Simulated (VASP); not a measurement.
Input of a VASP 6.6.1 run:

POSCAR

```
H17O8F
1.0
    6.4950650000      0.0000000000      0.0000000000
    0.0000000000      6.4950650000      0.0000000000
    0.0000000000      0.0000000000      6.4950650000
O H F
8 17 1
Direct
    0.8984359664      0.1447406608      0.3033995811
    0.2103443153      0.9357412128      0.1147640555
    0.2334079798      0.1508375975      0.6036891086
    0.7702925221      0.9037015026      0.8818079573
    0.5362994828      0.2369799224      1.1042537681
    0.6936651134      0.7729252902      0.4880320674
    0.2522530567      0.5419653229      0.8586365186
    0.3690648208      0.6100939713      0.3288342765
    0.7792223788      0.2087738922      0.2330846574
    0.8304458847      0.0213392784      0.3640918143
    0.0923624321      1.0202823220      0.1613686699
    0.1628005262      0.8922312556     -0.0183677915
    0.1066502029      0.1531316469      0.5283703858
    0.3387648930      0.1233551935      0.5066308035
    0.6522798463      0.9941547929      0.8998216338
    0.7380526600      0.8444103331      0.7513242747
    0.4936671150      0.3364092584      1.0034541610
    0.4233060023      0.1432934081      1.1094731154
    0.5728811028      0.7042885637      0.4397184632
    0.8171896663      0.6952971217      0.4397646521
    0.2317605751      0.4270473044      0.7661047272
    0.1394905209      0.5603331144      0.9483353900
    0.2638618705      0.7004240912      0.2728379162
    0.4119127368      0.5111265245      0.2262025091
    0.8121704710      0.7198542278      0.0309157799
    0.8901835470      0.6164526452      0.0950259928
```

INCAR.step1

```
ALGO     = Normal         # electronic algorithm
EDIFF    = 1E-5           # SCF threshold, eV
ENCUT    = 580            # plane-wave cutoff, eV
GGA      = PE             # functional
GGA_COMPAT= F            
ISMEAR   = -1             # smearing method
LASPH    = T              # aspherical terms in the spheres
LCHARG   = F              # write CHGCAR
LREAL    = F              # projectors in reciprocal space
LWAVE    = T              # write WAVECAR
NBANDS   = 55             # bands
NELM     = 120            # most SCF steps
PREC     = Accurate       # precision mode
SIGMA    = 0.02           # smearing width, eV
```

INCAR.step2

```
ALGO     = Normal         # electronic algorithm
EDIFF    = 1E-6           # SCF threshold, eV
ENCUT    = 580            # plane-wave cutoff, eV
GGA_COMPAT= F            
ISIF     = 2              # what is computed and relaxed
ISMEAR   = -1             # smearing method
ISTART   = 1            
IVDW     = 12             # dispersion correction
LASPH    = T              # aspherical terms in the spheres
LCHARG   = T              # write CHGCAR
LELF     = T              # ELF
LMIXTAU  = T            
LREAL    = F              # projectors in reciprocal space
LVHAR    = T            
LWAVE    = F              # write WAVECAR
METAGGA  = R2SCAN         # meta-GGA
NBANDS   = 55             # bands
NELM     = 120            # most SCF steps
PREC     = Accurate       # precision mode
SIGMA    = 0.02           # smearing width, eV
VDW_A1   = 0.49484001   
VDW_A2   = 5.73083694   
VDW_S6   = 1.0          
VDW_S8   = 0.78981345
```

KPOINTS

```
k-points
0
Gamma
  1 1 1
```

Potentials or basis: VASP PAW PBE potentials, release 64 (O, H, F).

Command:

```bash
$ cat potpaw_PBE.64/O/POTCAR potpaw_PBE.64/H/POTCAR potpaw_PBE.64/F/POTCAR > POTCAR
$ cp INCAR.step1 INCAR
$ mpirun -np 1 vasp_gam > vasp.out
$ cp INCAR.step2 INCAR
$ mpirun -np 1 vasp_gam > vasp.out
```

(1) Estimate the pressure.

(2) Predict the largest force.

(3) What does it give for the dispersion energy per atom?

Results:

(1) 0.5 GPa.

(2) 3.278 eV/Å.

(3) -0.016 eV.

Caveat: the k points lie up to 0.97 Å⁻¹ apart; the PAW data sets were made with another functional, which shifts forces and pressure a little.
